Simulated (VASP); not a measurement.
# MgZn3Se3S in VASP: further runs, part 2 of 2

VASP 6.6.1. The steps go on from the part before.

**3. Single point, PBE**

This run uses another cell than the first one, of 23.48 Å³/atom, 1.069 times its volume.

INCAR reads:

```
SYSTEM = MgZn3Se3S
ALGO = Normal
EDIFF = 1E-6
ENCUT = 520
GGA = PE
ISIF = 2
ISMEAR = 0
LASPH = .TRUE.
LCHARG = .TRUE.
LELF = .TRUE.
LREAL = .FALSE.
LVHAR = .TRUE.
LWAVE = .FALSE.
NBANDS = 41
NELM = 80
PREC = Accurate
SIGMA = 0.1
```

KPOINTS reads:

```
k-points
0
G
  6 6 1
  0 0 0
```

POSCAR reads:

```
MgZn3Se3S
1.0
    4.0494228279     -0.0007858555      0.0002241624
   -2.0254133045      3.5055422367      0.0001612979
    0.0007420857      0.0009885661     13.2359736676
Mg Zn Se S
1 3 3 1
Direct
    0.6662831737      0.3325604226      0.2405345894
    0.6670016482      0.3329838430      0.7522577457
    0.3330442195      0.6667610088      0.0045275523
    0.3336288174      0.6676576940      0.5016643542
    0.3337160030      0.6663545526      0.6897391352
    0.6663502103      0.3335250173      0.9407126288
    0.6669530928      0.3343354170      0.4378900614
    0.3330228351      0.6658220448      0.1826739332
```

Potentials or basis: VASP PAW PBE potentials, release 64 (Mg, Zn, Se, S).

The run is started by

```
> cat potpaw_PBE.64/Mg/POTCAR potpaw_PBE.64/Zn/POTCAR potpaw_PBE.64/Se/POTCAR potpaw_PBE.64/S/POTCAR > POTCAR
> mpirun -np 1 vasp_std > vasp.out
```

OUTCAR:

```text
SYSTEM = MgZn3Se3S
   EDIFF = 1E-6
   ENCUT = 520
   GGA = PE
   ISIF = 2
   ISMEAR = 0
   LASPH = .TRUE.
   LREAL = .FALSE.
   NELM = 80
   PREC = Accurate

 ion  position               nearest neighbor table
   1  0.666  0.333  0.241-   8 2.46   8 2.46   8 2.46   7 2.61
   2  0.667  0.333  0.752-   5 2.48   5 2.48   5 2.48   6 2.49
   3  0.333  0.667  0.005-   8 2.36   6 2.48   6 2.49   6 2.49
   4  0.334  0.668  0.502-   7 2.48   7 2.49   7 2.49   5 2.49
   5  0.334  0.666  0.690-   2 2.48   2 2.48   2 2.48   4 2.49
   6  0.666  0.334  0.941-   3 2.48   3 2.49   3 2.49   2 2.49
   7  0.667  0.334  0.438-   4 2.48   4 2.49   4 2.49   1 2.61
   8  0.333  0.666  0.183-   3 2.36   1 2.46   1 2.46   1 2.46

  LATTYP: Found a base centered monoclinic cell.
 ALAT       =    53.0976024920
 B/A-ratio  =     0.1320987424
 C/A-ratio  =     0.2492762969
 COS(beta)  =    -0.9970908613

  Lattice vectors:

 A1 = (   4.0479386565,  -0.0027629877, -26.4717231728)
[... 187 lines left out ...]
 cond. band min:       2.9558385255   @ k =   0.0000   0.0000   0.0000
 fundamental gap:      1.4988622070
 Fermi energy:         1.9057442704

 k-point     1 :       0.0000    0.0000    0.0000
  band No.  band energies     occupation
      1     -11.4300      2.00000
      2     -11.1197      2.00000
      3     -10.9652      2.00000
      4     -10.5971      2.00000
      5      -4.8711      2.00000
      6      -4.8710      2.00000
[... 869 lines left out ...]
     40       8.4185      0.00000
     41       9.1812      0.00000

------------------------ aborting loop because EDIFF is reached ----------------------------------------

  FORCE on cell =-STRESS in cart. coord.  units (eV):
  Direction    XX          YY          ZZ          XY          YZ          ZX
  --------------------------------------------------------------------------------------
  -------------------------------------------------------------------------------------
  Total        0.1486574      0.1713759      0.0984299      0.0077207      0.0000978     -0.0038936
  in kB        1.2677731      1.4615204      0.8394254      0.0658436      0.0008341     -0.0332053
  external PRESSURE =       1.1895729 kB  Pullay stress =       0.0000000 kB

 VOLUME and BASIS-vectors are now :
 -----------------------------------------------------------------------------
  energy-cutoff  :      520.00
  volume of cell :      187.87
      direct lattice vectors                 reciprocal lattice vectors
     4.049422828 -0.000785855  0.000224162     0.246976467  0.142696734 -0.000024505
    -2.025413304  3.505542237  0.000161298     0.000055367  0.285294564 -0.000021311
     0.000742086  0.000988566 13.235973668    -0.000004183 -0.000005893  0.075551677

 POSITION                                       TOTAL-FORCE (eV/Angst)
 -----------------------------------------------------------------------------------
      2.02467      1.16552      3.18391         0.000011      0.001687     -0.000079
      2.02710      1.16751      9.95707        -0.002015      0.002057      0.012234
     -0.00183      2.33710      0.06011        -0.000046     -0.001171     -0.011557
     -0.00091      2.34074      6.64020         0.001325     -0.003083      0.003005
      0.00223      2.33635      9.12955        -0.000663     -0.000088     -0.006993
      2.02351      1.16959     12.45145         0.002156     -0.000079     -0.006057
      2.02393      1.17194      5.79610        -0.000143     -0.000509     -0.021068
      0.00012      2.33399      2.41805        -0.000624      0.001187      0.030515
 -----------------------------------------------------------------------------------
    total drift:                                0.000021     -0.000381     -0.001069

  FREE ENERGIE OF THE ION-ELECTRON SYSTEM (eV)
  ---------------------------------------------------
  free  energy   TOTEN  =       -26.5019465876 eV

  energy  without entropy=      -26.5019465876  energy(sigma->0) =      -26.50194659
```

OSZICAR:

```text
N       E                     dE             d eps       ncg     rms          rms(c)
DAV:   1     0.452253667441E+03    0.45225E+03   -0.27019E+04  1640   0.159E+03
DAV:   2     0.297955551181E+02   -0.42246E+03   -0.39949E+03  1664   0.362E+02
DAV:   3    -0.257908588812E+02   -0.55586E+02   -0.54593E+02  1917   0.129E+02
DAV:   4    -0.278857133861E+02   -0.20949E+01   -0.20881E+01  1965   0.251E+01
DAV:   5    -0.279138949521E+02   -0.28182E-01   -0.28172E-01  2040   0.286E+00    0.892E+00
DAV:   6    -0.265009612897E+02    0.14129E+01   -0.27584E+00  2625   0.355E+01    0.695E+00
DAV:   7    -0.265043300035E+02   -0.33687E-02   -0.26456E+00  1912   0.677E+00    0.282E+00
DAV:   8    -0.264978215213E+02    0.65085E-02   -0.14156E-01  2039   0.418E+00    0.132E+00
DAV:   9    -0.265011512307E+02   -0.33297E-02   -0.27418E-02  2120   0.277E+00    0.239E-01
DAV:  10    -0.265012958482E+02   -0.14462E-03   -0.31786E-03  2070   0.987E-01    0.111E-01
DAV:  11    -0.265016889302E+02   -0.39308E-03   -0.10446E-03  1944   0.241E-01    0.668E-02
DAV:  12    -0.265019100313E+02   -0.22110E-03   -0.20088E-04  1736   0.123E-01    0.212E-02
DAV:  13    -0.265019361943E+02   -0.26163E-04   -0.42264E-05  1992   0.982E-02    0.990E-03
DAV:  14    -0.265019448174E+02   -0.86231E-05   -0.15814E-05  1792   0.348E-02    0.811E-03
DAV:  15    -0.265019463170E+02   -0.14996E-05   -0.20330E-06  1776   0.163E-02    0.472E-03
DAV:  16    -0.265019465876E+02   -0.27055E-06   -0.85435E-07  1272   0.157E-02
   1 F= -.26501947E+02 E0= -.26501947E+02  d E =-.537763E-11
```

It took 91 s on 1 thread of Intel Xeon 6975P-C (Granite Rapids), shared host; peak memory 0.37 GiB.

Results:

- Free energy: -26.5019 eV
- Pressure: 0.1 GPa
- Largest force: 0.031 eV/Å
- Band gap on the k mesh: 1.50 eV, direct

Forces on the atoms (eV/Å):
```
Mg   0.000  0.002  0.000
Zn  -0.002  0.002  0.012
Zn   0.000 -0.001 -0.012
Zn   0.001 -0.003  0.003
Se  -0.001  0.000 -0.007
Se   0.002  0.000 -0.006
Se   0.000 -0.001 -0.021
S   -0.001  0.001  0.031
```

Levels at points of the mesh, in eV from the valence-band top:
| k point | band 29 | band 30 | band 31 | band 32 | band 33 | band 34 |
| --- | --- | --- | --- | --- | --- | --- |
| (0.00, 0.00, 0.00) | -0.22 | 0.00 | 0.00 | 1.50 | 2.49 | 2.79 |
| (0.50, 0.00, 0.00) | -1.42 | -1.36 | -0.85 | 2.97 | 3.10 | 3.35 |
| (0.00, 0.50, 0.00) | -1.42 | -1.36 | -0.85 | 2.98 | 3.10 | 3.35 |
| (0.50, 0.50, 0.00) | -1.42 | -1.36 | -0.84 | 2.97 | 3.10 | 3.35 |

Caveat: the k points lie up to 0.47 Å⁻¹ apart.
